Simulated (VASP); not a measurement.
Ga:

```
CELL_PARAMETERS angstrom
-1.64769 1.64769 1.64769
1.64769 -1.64769 1.64769
1.64769 1.64769 -1.64769
ATOMIC_POSITIONS crystal
Ga 0.00000 0.00000 0.00000
```

This cell differs from its parent crystal: Al replaced by Ga, lengths x 1.005, strained.

Base run:

| Item | Value |
| --- | --- |
| Program | VASP 6.6.1 |
| Functional | PBEsol |
| Potentials or basis | VASP PAW PBE potentials, release 64 (Ga_d) |
| Cutoff | 500 eV |
| k mesh | 8 × 8 × 8 |
| Occupations | gaussian, width 0.1 eV |
| Spin | no spin polarisation |

Its results: pressure 0.7 GPa.

Problem. The run is repeated on the same cell with these changes: k mesh from 8 × 8 × 8 to 18 × 18 × 18. What comes out?

Solution. Pressure 0.2 GPa.

Caveats: the PAW data sets were made with another functional, which shifts forces and pressure a little.
